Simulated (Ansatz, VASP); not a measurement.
**SnPt2Se3: VASP beside Ansatz**

```
CELL_PARAMETERS angstrom
3.88038 0.00000 0.00000
0.00000 3.88038 0.00000
0.00000 0.00000 8.61991
ATOMIC_POSITIONS crystal
Sn 0.50000 0.50000 0.00000
Pt 0.50000 0.00000 0.73987
Pt 0.00000 0.50000 0.26013
Se 0.50000 0.00000 0.38354
Se 0.00000 0.50000 0.61646
Se 0.00000 0.00000 0.00000
```

Change from the starting cell: species swapped into the Hf2GaSb3 type (P-4m2, No. 115).

Alike in both runs: task single point; functional PBE; k mesh 4 × 4 × 2; occupations gaussian, width 0.1 eV; no spin polarisation.

|  | VASP | Ansatz |
| --- | --- | --- |
| version | VASP 6.6.1 | Ansatz 0.2.0 |
| potentials or method | VASP PAW PBE potentials, release 64 (Sn_d, Pt, Se), cutoff 520 eV | scalar-relativistic, plane waves, PAW |
| valence electrons in the cell | 52 | 98 |

Ansatz gave:

```
gap on the k mesh at the Fermi level (eV)                     : none
pressure (GPa)                                                : -3.5
traceless stress, the component that is largest in VASP (GPa) : -5.17
rms of the force components (eV/Å)                            : 0.539
```

**Question.** Estimate VASP's values.

**Answer.** gap on the k mesh at the Fermi level (eV): none; pressure (GPa): -3.5; traceless stress, the component that is largest in VASP (GPa): -5.18; rms of the force components (eV/Å): 0.539.

Atom by atom the forces differ by 0.001 eV/Å (rms over components). A gap of «none» marks a metal or a gap that the smearing closes. VASP's potentials hold 52 valence electrons a cell and Ansatz's 98, so a difference there can come from the potentials and not from the codes.

The k mesh is coarse, so the values compare programs but aren't converged. Spin-orbit coupling is off throughout.
